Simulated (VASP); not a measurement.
Runs of VASP 6.6.1 on CaMg. The structure is that of space group P4/mmm (No. 123), or close to it. The cells are those of the table. 

```csv
cell,further INCAR settings,gap on the mesh (eV),pressure (GPa)
"a = 4.430, b = 4.430, c = 3.862 Å, 2 atoms",ALGO = Fast; EDIFF = 1e-07; NBANDS = 13,none,-4.8
"a = 4.329, b = 4.329, c = 3.862 Å, 2 atoms",ALGO = Fast; EDIFF = 1e-06; NBANDS = 13,none,(a)
"a = 4.380, b = 4.380, c = 3.862 Å, 2 atoms",ALGO = Fast; EDIFF = 1e-07; NBANDS = 13,none,-4.6
"a = 4.229, b = 4.229, c = 3.862 Å, 2 atoms",ALGO = Fast; EDIFF = 1e-07; NBANDS = 13,none,-3.9
```

Alike in all rows: task single point; level LDA; potentials or basis VASP PAW LDA potentials, release 64 (Ca_sv, Mg); no spin polarisation; k mesh 12 × 12 × 12; cutoff (eV) 520; smearing gaussian 0.15 eV.

**Question.** Fill in the values left out.

**Answer.** (a) -4.4.

A gap of «none» marks levels without a gap at the run's occupations.
